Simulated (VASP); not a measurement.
# KF in VASP: notebook

KF is run at these levels: PBE; tasks: single point.

Everything below comes from runs of VASP 6.6.1. Logs are shortened: lines on timing, memory, paths and dates and some standing lists are left out, and cuts for length are marked.

## (1) The cell of the first run

It takes space group Fm-3m (No. 225, cubic). The conventional cell has a = 5.318 Å, b = 5.318 Å, c = 5.318 Å, α = 90.00°, β = 90.00°, γ = 90.00°. K (site symmetry m-3m) has 6 F at 2.66 Å within 3.5 Å. Within 3.5 Å of F (site symmetry m-3m) lie 6 K at 2.66 Å.

## (2) Single point, PBE

File INCAR:

```
SYSTEM = KF
  ALGO = Normal
  EDIFF = 1E-7
  ENCUT = 520
  GGA = PE
  ISIF = 2
  ISMEAR = 0
  LASPH = .True.
  LCHARG = .False.
  LREAL = .False.
  LWAVE = .False.
  NBANDS = 15
  NELM = 80
  PREC = Accurate
  SIGMA = 0.01
```

File KPOINTS:

```
k-points
0
Gamma
  4 4 4
  0 0 0
```

File POSCAR:

```
KF
1.0
    0.0000000000      2.6589605554      2.6589605554
    2.6589605554      0.0000000000      2.6589605554
    2.6589605554      2.6589605554      0.0000000000
K F
1 1
Direct
    0.0000000000      0.0000000000      0.0000000000
    0.5000000000      0.5000000000      0.5000000000
```

Potentials or basis: VASP PAW PBE potentials, release 64 (K_sv, F).

On the command line:

```sh
> cat potpaw_PBE.64/K_sv/POTCAR potpaw_PBE.64/F/POTCAR > POTCAR
> mpirun -np 1 vasp_std > vasp.out
```

OUTCAR:

```text
SYSTEM = KF
   EDIFF = 1E-7
   ENCUT = 520
   GGA = PE
   ISIF = 2
   ISMEAR = 0
   LASPH = .True.
   LREAL = .False.
   NELM = 80
   PREC = Accurate

 ion  position               nearest neighbor table
   1  0.000  0.000  0.000-   2 2.66   2 2.66   2 2.66   2 2.66   2 2.66   2 2.66
   2  0.500  0.500  0.500-   1 2.66   1 2.66   1 2.66   1 2.66   1 2.66   1 2.66

  LATTYP: Found a face centered cubic cell.
 ALAT       =     5.3179211108

  Lattice vectors:

 A1 = (   0.0000000000,   2.6589605554,   2.6589605554)
 A2 = (   2.6589605554,   0.0000000000,   2.6589605554)
 A3 = (   2.6589605554,   2.6589605554,   0.0000000000)

Analysis of symmetry for initial positions (statically):
=====================================================================
 Subroutine PRICEL returns:
 Original cell was already a primitive cell.

 Routine SETGRP: Setting up the symmetry group for a
 face centered cubic supercell.

 Subroutine GETGRP returns: Found 48 space group operations
 (whereof 48 operations were pure point group operations)
 out of a pool of 48 trial point group operations.

The static configuration has the point symmetry O_h .

Analysis of symmetry for dynamics (positions and initial velocities):
=====================================================================
 Subroutine PRICEL returns:
 Original cell was already a primitive cell.

 Routine SETGRP: Setting up the symmetry group for a
 face centered cubic supercell.

 Subroutine GETGRP returns: Found 48 space group operations
 (whereof 48 operations were pure point group operations)
 out of a pool of 48 trial point group operations.

The dynamic configuration has the point symmetry O_h .

 Subroutine INISYM returns: Found 48 space group operations
 (whereof 48 operations are pure point group operations),
 and found     1 'primitive' translations

----------------------------------------------------------------------------------------

                                     Primitive cell

  volume of cell :      37.5981

  direct lattice vectors                    reciprocal lattice vectors
     0.000000000  2.658960555  2.658960555    -0.188043406  0.188043406  0.188043406
     2.658960555  0.000000000  2.658960555     0.188043406 -0.188043406  0.188043406
     2.658960555  2.658960555  0.000000000     0.188043406  0.188043406 -0.188043406

  length of vectors
     3.760338079  3.760338079  3.760338079     0.325700734  0.325700734  0.325700734

  position of ions in fractional coordinates (direct lattice)
     0.000000000  0.000000000  0.000000000
     0.500000000  0.500000000  0.500000000

  ion indices of the primitive-cell ions
   primitive index   ion index
                 1           1
                 2           2

----------------------------------------------------------------------------------------

 KPOINTS: k-points

Automatic generation of k-mesh.
 Grid dimensions read from file:
 generate k-points for:    4    4    4

 Generating k-lattice:

  Cartesian coordinates                     Fractional coordinates (reciprocal lattice)
    -0.047010852  0.047010852  0.047010852     0.250000000  0.000000000  0.000000000
     0.047010852 -0.047010852  0.047010852     0.000000000  0.250000000  0.000000000
     0.047010852  0.047010852 -0.047010852     0.000000000  0.000000000  0.250000000

  Length of vectors
     0.081425183  0.081425183  0.081425183

  Shift w.r.t. Gamma in fractional coordinates (k-lattice)
     0.000000000  0.000000000  0.000000000

 Subroutine IBZKPT returns following result:
 ===========================================

 Found      8 irreducible k-points:

 Following reciprocal coordinates:
            Coordinates               Weight
  0.000000  0.000000  0.000000      1.000000
  0.250000  0.000000  0.000000      8.000000
  0.500000  0.000000  0.000000      4.000000
  0.250000  0.250000  0.000000      6.000000
  0.500000  0.250000  0.000000     24.000000
 -0.250000  0.250000  0.000000     12.000000
  0.500000  0.500000  0.000000      3.000000
 -0.250000  0.500000  0.250000      6.000000
   k-points           NKPTS =      8   k-points in BZ     NKDIM =      8   number of bands    NBANDS=     15
   number of dos      NEDOS =    301   number of ions     NIONS =      2
   total plane-waves  NPLWV =  21952
   dimension x,y,z NGX =    28 NGY =   28 NGZ =   28
   dimension x,y,z NGXF=    56 NGYF=   56 NGZF=   56
   ions per type =               1   1
   NGX,Y,Z   is equivalent  to a cutoff of  12.38, 12.38, 12.38 a.u.
   NGXF,Y,Z  is equivalent  to a cutoff of  24.76, 24.76, 24.76 a.u.
 SYSTEM =  KF
   PREC   = accura    normal or accurate (medium, high low for compatibility)
   ISTART =      0    job   : 0-new  1-cont  2-samecut
   ICHARG =      2    charge: 1-file 2-atom 10-const
   ISPIN  =      1    spin polarized calculation?
   LNONCOLLINEAR =      F non collinear calculations
   LSORBIT =      F    spin-orbit coupling
   LASPH  =      T    aspherical Exc in radial PAW
   ENCUT  =  520.0 eV  38.22 Ry    6.18 a.u.   6.99  6.99  6.99*2*pi/ulx,y,z
   NELM   =     80;   NELMIN=  2; NELMDL= -5     # of ELM steps
   EDIFF  = 0.1E-06   stopping-criterion for ELM
   LREAL  =      F    real-space projection
   EDIFFG = 0.1E-05   stopping-criterion for IOM
   NSW    =      0    number of steps for IOM
   IBRION =     -1    ionic relax: 0-MD 1-quasi-New 2-CG
   NFREE  =      0    steps in history (QN), initial steepest desc. (CG)
   ISIF   =      2    stress and relaxation
   ISYM   =      2    0-nonsym 1-usesym 2-fastsym
   POTIM  = 0.5000    time-step for ionic-motion
   TEBEG  =    0.0;   TEEND  =   0.0 temperature during run
   PSTRESS=    0.0 pullay stress
   NELECT =      16.0000    total number of electrons
   NUPDOWN=      -1.0000    fix difference up-down
   EMIN   =  10.00;   EMAX   =-10.00  energy-range for DOS
   EFERMI =   0.00;   METHOD = LEGACY
   ISMEAR =     0;   SIGMA  =   0.01  broadening in eV -4-tet -1-fermi 0-gaus
   EFERMI_NEDOS =   21; number of points for ismear=-14 and -15
   IALGO  =     38    algorithm
   IMIX   =      4    mixing-type and parameters
     AMIX     =   0.40;   BMIX     =  1.00
     AMIX_MAG =   1.60;   BMIX_MAG =  1.00
  volume/ion in A,a.u.               =      18.80       126.86
  Fermi-wavevector in a.u.,A,eV,Ry     =   1.231382  2.326975 20.630549  1.516303
  Thomas-Fermi vector in A             =   2.366194
   LORBIT       =      0    0 simple, 1 ext, 2 COOP (PROOUT), +10 PAW based schemes
   GGA     = PE    functional components
   LHFCALC =     F    Hartree Fock is set to
   AEXX    =    0.0000 exact exchange contribution
   IVDW    =     0    specifies the selected vdW correction
   LEPSILON=     F    determine dielectric tensor
   LRPA    =     F    only Hartree local field effects (RPA)
 non-spin polarized calculation
 Gauss-broadening in eV      SIGMA  =   0.01
  energy-cutoff  :      520.00
  volume of cell :       37.60
 maximum number of plane-waves:      1036
   NGX = 13   NGY = 13   NGZ = 13

 number of electron      16.0000010 magnetization

 Free energy of the ion-electron system (eV)
  ---------------------------------------------------
  ext. energy  EPLUGINS =         0.00000000
  ---------------------------------------------------
  free energy    TOTEN  =        -8.28358684 eV

  energy without entropy =       -8.28358684  energy(sigma->0) =       -8.28358684

 E-fermi :  -2.6291     XC(G=0):  -8.4697

 val. band max:       -2.7650521838   @ k =   0.0000   0.0000   0.0000
 cond. band min:       3.4772395034   @ k =   0.0000   0.0000   0.0000
 fundamental gap:      6.2422916872
 Fermi energy:        -2.6290699669

 k-point     1 :       0.0000    0.0000    0.0000
  band No.  band energies     occupation
      1     -28.8629      2.00000
      2     -21.4289      2.00000
      3     -12.1024      2.00000
      4     -12.1024      2.00000
      5     -12.1024      2.00000
      6      -2.7651      2.00000
      7      -2.7651      2.00000
      8      -2.7651      2.00000
      9       3.4772      0.00000
     10       7.9543      0.00000
     11       7.9543      0.00000
     12       7.9543      0.00000
     13       9.6456      0.00000
     14       9.6456      0.00000
     15      14.2714      0.00000

 k-point     2 :       0.2500    0.0000    0.0000
  band No.  band energies     occupation
      1     -28.8125      2.00000
      2     -21.4765      2.00000
      3     -12.2451      2.00000
      4     -12.1214      2.00000
      5     -12.1214      2.00000
      6      -3.2111      2.00000
      7      -2.9483      2.00000
      8      -2.9483      2.00000
      9       5.0051      0.00000
     10       7.3710      0.00000
     11       8.6949      0.00000
     12       8.6949      0.00000
     13      10.2520      0.00000
     14      10.2520      0.00000
     15      16.0404      0.00000

 k-point     3 :       0.5000    0.0000    0.0000
  band No.  band energies     occupation
      1     -28.7613      2.00000
      2     -21.5247      2.00000
      3     -12.3849      2.00000
      4     -12.1399      2.00000
      5     -12.1399      2.00000
      6      -3.5735      2.00000
      7      -3.1238      2.00000
      8      -3.1238      2.00000
      9       6.3641      0.00000
     10       7.9498      0.00000
     11       9.3758      0.00000
     12       9.3758      0.00000
     13      11.6318      0.00000
     14      11.6318      0.00000
     15      13.5336      0.00000

 k-point     4 :       0.2500    0.2500    0.0000
  band No.  band energies     occupation
      1     -28.7987      2.00000
      2     -21.4659      2.00000
      3     -12.2654      2.00000
      4     -12.2126      2.00000
      5     -12.2126      2.00000
      6      -3.2624      2.00000
      7      -2.8122      2.00000
      8      -2.8122      2.00000
      9       5.2983      0.00000
     10       6.4251      0.00000
     11       9.4451      0.00000
     12       9.4451      0.00000
     13       9.9260      0.00000
     14      10.2236      0.00000
     15      17.4117      0.00000

 k-point     5 :       0.5000    0.2500    0.0000
  band No.  band energies     occupation
      1     -28.7504      2.00000
      2     -21.4870      2.00000
      3     -12.4784      2.00000
      4     -12.2980      2.00000
      5     -12.2329      2.00000
      6      -3.2192      2.00000
      7      -3.0192      2.00000
      8      -2.9697      2.00000
      9       6.3659      0.00000
     10       7.2551      0.00000
     11       8.9875      0.00000
     12      10.1411      0.00000
     13      11.3841      0.00000
     14      11.8659      0.00000
     15      13.0309      0.00000

 k-point     6 :      -0.2500    0.2500    0.0000
  band No.  band energies     occupation
      1     -28.7645      2.00000
      2     -21.4978      2.00000
      3     -12.3605      2.00000
      4     -12.3083      2.00000
      5     -12.1421      2.00000
      6      -3.3931      2.00000
      7      -3.1009      2.00000
      8      -2.8945      2.00000
      9       6.4344      0.00000
     10       7.1327      0.00000
     11       8.9973      0.00000
     12       9.5957      0.00000
     13      10.6429      0.00000
     14      11.8832      0.00000
     15      13.7432      0.00000

 k-point     7 :       0.5000    0.5000    0.0000
  band No.  band energies     occupation
      1     -28.7394      2.00000
      2     -21.4490      2.00000
      3     -12.6854      2.00000
      4     -12.3229      2.00000
      5     -12.3229      2.00000
      6      -2.9703      2.00000
      7      -2.8190      2.00000
      8      -2.8190      2.00000
      9       5.4473      0.00000
     10       7.6194      0.00000
     11       9.1639      0.00000
     12      10.9245      0.00000
     13      11.5532      0.00000
     14      11.5532      0.00000
     15      13.2324      0.00000

 k-point     8 :      -0.2500    0.5000    0.2500
  band No.  band energies     occupation
      1     -28.7364      2.00000
      2     -21.4759      2.00000
      3     -12.5065      2.00000
      4     -12.5065      2.00000
      5     -12.1919      2.00000
      6      -3.1800      2.00000
      7      -2.9254      2.00000
      8      -2.9254      2.00000
      9       7.0172      0.00000
     10       7.0172      0.00000
     11       8.5156      0.00000
     12      10.7500      0.00000
     13      11.5625      0.00000
     14      12.3042      0.00000
     15      13.5083      0.00000

------------------------ aborting loop because EDIFF is reached ----------------------------------------

  FORCE on cell =-STRESS in cart. coord.  units (eV):
  Direction    XX          YY          ZZ          XY          YZ          ZX
  --------------------------------------------------------------------------------------
  -------------------------------------------------------------------------------------
  Total        0.4601270      0.4601270      0.4601270      0.0000000      0.0000000      0.0000000
  in kB       19.6075191     19.6075191     19.6075191      0.0000000      0.0000000      0.0000000
  external PRESSURE =      19.6075191 kB  Pullay stress =       0.0000000 kB

 VOLUME and BASIS-vectors are now :
 -----------------------------------------------------------------------------
  energy-cutoff  :      520.00
  volume of cell :       37.60
      direct lattice vectors                 reciprocal lattice vectors
     0.000000000  2.658960555  2.658960555    -0.188043406  0.188043406  0.188043406
     2.658960555  0.000000000  2.658960555     0.188043406 -0.188043406  0.188043406
     2.658960555  2.658960555  0.000000000     0.188043406  0.188043406 -0.188043406

 POSITION                                       TOTAL-FORCE (eV/Angst)
 -----------------------------------------------------------------------------------
      0.00000      0.00000      0.00000         0.000000      0.000000      0.000000
      2.65896      2.65896      2.65896        -0.000000     -0.000000     -0.000000
 -----------------------------------------------------------------------------------
    total drift:                                0.000000      0.000000      0.000000

  FREE ENERGIE OF THE ION-ELECTRON SYSTEM (eV)
  ---------------------------------------------------
  free  energy   TOTEN  =        -8.2835868450 eV

  energy  without entropy=       -8.2835868450  energy(sigma->0) =       -8.28358684
```

Wall time 5.1 s (1 thread of AMD EPYC 7R13 (Zen 3), shared host); peak memory 0.11 GiB.

Results:

```yaml
Free_energy: -8.2836 eV
Pressure: 2.0 GPa
Band_gap_on_the_k_mesh: 6.24 eV
```

Caveat: the k points lie up to 0.51 Å⁻¹ apart.

## (3) Single point, PBE (strain +1.0%)

File INCAR:

```
PREC     = Accurate       # precision mode
ENCUT    = 520            # plane-wave cutoff, eV
EDIFF    = 1E-6           # SCF threshold, eV
ISMEAR   = 0              # smearing method
SIGMA    = 0.01           # smearing width, eV
LREAL    = False          # projectors in reciprocal space
LASPH    = True           # aspherical terms in the spheres
NELM     = 100            # most SCF steps
ALGO     = Normal         # electronic algorithm
ISIF     = 2              # what is computed and relaxed
LWAVE    = False          # write WAVECAR
LCHARG   = False          # write CHGCAR
GGA      = PE             # functional
NBANDS   = 15             # bands
```

File KPOINTS:

```
regular mesh
0
Gamma
  4 4 4
```

File POSCAR:

```
KF
1.0
    0.0000000000      2.6855501609      2.6855501609
    2.6855501609      0.0000000000      2.6855501609
    2.6855501609      2.6855501609      0.0000000000
K F
1 1
Direct
    0.0000000000      0.0000000000      0.0000000000
    0.5000000000      0.5000000000      0.5000000000
```

Potentials or basis: VASP PAW PBE potentials, release 64 (K_sv, F).

On the command line:

```sh
> cat potpaw_PBE.64/K_sv/POTCAR potpaw_PBE.64/F/POTCAR > POTCAR
> mpirun -np 1 vasp_std > vasp.out
```

It took 4.8 s on 1 thread of AMD EPYC 7R13 (Zen 3), shared host; peak memory 0.12 GiB.

The run converged. Its results:

```yaml
Free_energy: -8.2951 eV
Pressure: 0.9 GPa
Band_gap_on_the_k_mesh: 6.09 eV
```

Levels at points of the mesh, in eV from the valence-band top:
| k point | band 6 | band 7 | band 8 | band 9 | band 10 | band 11 |
| --- | --- | --- | --- | --- | --- | --- |
| (0.00, 0.00, 0.00) | 0.00 | 0.00 | 0.00 | 6.09 | 10.64 | 10.64 |
| (0.50, 0.00, 0.00) | -0.78 | -0.33 | -0.33 | 9.00 | 10.49 | 12.00 |
| (0.50, 0.50, 0.00) | -0.22 | -0.06 | -0.06 | 8.19 | 10.22 | 11.69 |

Caveat: the k points lie up to 0.51 Å⁻¹ apart; the cell differs from its parent crystal (strain +1.0%).

## (4) Single point, PBE (strain +1.5%)

File INCAR:

```
ALGO = Normal
EDIFF = 1E-6
ENCUT = 520
GGA = PE
ISIF = 2
ISMEAR = 0
LASPH = T
LCHARG = F
LREAL = F
LWAVE = F
NBANDS = 15
NELM = 80
PREC = Accurate
SIGMA = 0.01
```

File KPOINTS:

```
k-points
0
Gamma
  4 4 4
```

File POSCAR:

```
KF
1.0
    0.0000000000      2.6988449637      2.6988449637
    2.6988449637      0.0000000000      2.6988449637
    2.6988449637      2.6988449637      0.0000000000
K F
1 1
Direct
    0.0000000000      0.0000000000      0.0000000000
    0.5000000000      0.5000000000      0.5000000000
```

On the command line:

```sh
> cat potpaw_PBE.64/K_sv/POTCAR potpaw_PBE.64/F/POTCAR > POTCAR
> mpirun -np 1 vasp_std > vasp.out
```

It took 5 s on 1 thread of AMD EPYC 7R13 (Zen 3), shared host; peak memory 0.12 GiB.

It converged, with:

```
Free energy            : -8.2981 eV
Pressure               : 0.4 GPa
Band gap on the k mesh : 6.01 eV
```

Levels at points of the mesh, in eV from the valence-band top:
```
           k point  band 4  band 5  band 6  band 7  band 8  band 9  band 10  band 11  band 12  band 13
(0.00, 0.00, 0.00)   -9.49   -9.49    0.00    0.00    0.00    6.01    10.59    10.59    10.59    12.23
(0.50, 0.00, 0.00)   -9.53   -9.53   -0.76   -0.32   -0.32    8.94    10.38    11.93    11.93    14.10
(0.50, 0.50, 0.00)   -9.69   -9.69   -0.23   -0.06   -0.06    8.17    10.14    11.57    13.45    14.04
```

Caveat: the k points lie up to 0.50 Å⁻¹ apart; the cell differs from its parent crystal (strain +1.5%).

(Part 1 of 3 ends here.)
